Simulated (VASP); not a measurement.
## GaN: single point with PBE

Crystal: GaN.

```
CELL_PARAMETERS angstrom
-1.59000 -2.75396 -5.16600
-1.59000 -2.75396 5.16600
-3.18000 5.50792 0.00000
ATOMIC_POSITIONS crystal
Ga 0.33333 0.33333 0.16667
Ga 0.33333 0.33333 0.66667
Ga 0.83333 0.83333 0.16667
Ga 0.83333 0.83333 0.66667
Ga 0.91667 0.41667 0.83333
Ga 0.91667 0.41667 0.33333
Ga 0.41667 0.91667 0.83333
Ga 0.41667 0.91667 0.33333
N 0.14583 0.52083 0.16667
N 0.14583 0.52083 0.66667
N 0.64583 0.02083 0.16667
N 0.64583 0.02083 0.66667
N 0.72917 0.60417 0.83333
N 0.72917 0.60417 0.33333
N 0.22917 0.10417 0.83333
N 0.22917 0.10417 0.33333
```

| Item | Value |
| --- | --- |
| Program | VASP 6.6.1 |
| Task | single point |
| Functional | PBE |
| Potentials or basis | VASP PAW PBE potentials, release 64 (Ga_d, N) |
| Cutoff | 520 eV |
| k mesh | 2 × 2 × 2, shifted |
| Occupations | gaussian, width 0.1 eV |
| Spin | no spin polarisation |

```
Pressure               : 7.3 GPa
Largest force          : 0.144 eV/Å
Band gap on the k mesh : 4.10 eV
```

Forces in eV/Å, atoms in the order of the input:
```
Ga   0.004 -0.002 -0.142
Ga   0.004 -0.002 -0.142
Ga   0.004 -0.002 -0.142
Ga   0.004 -0.002 -0.141
Ga  -0.004  0.002 -0.141
Ga  -0.004  0.002 -0.141
Ga  -0.004  0.002 -0.141
Ga  -0.004  0.002 -0.141
N   -0.024  0.014  0.141
N   -0.024  0.014  0.141
N   -0.024  0.014  0.141
N   -0.024  0.014  0.141
N    0.024 -0.014  0.141
N    0.024 -0.014  0.141
N    0.024 -0.014  0.141
N    0.024 -0.014  0.142
```

Stress tensor (GPa, compression positive):
```
6.25 0.41 0.00
0.41 6.72 0.00
0.00 0.00 8.96
```

Levels at points of the mesh, in eV from the valence-band top:
```csv
k point,band 68,band 69,band 70,band 71,band 72,band 73,band 74,band 75,band 76,band 77
"(0.25, 0.25, 0.25)",-1.01,-0.90,-0.90,-0.81,-0.81,5.67,5.67,5.87,5.87,6.43
```

Wall time 3.3 min on 1 thread of Intel(R) Xeon(R) Platinum 8259CL CPU @ 2.50GHz (Skylake/Cascade Lake), with other jobs on the host, peak memory 0.32 GiB.

Caveat: the k points lie up to 0.65 Å⁻¹ apart; a shifted mesh leaves out Γ, where band edges can lie. A k mesh can miss the band edges.
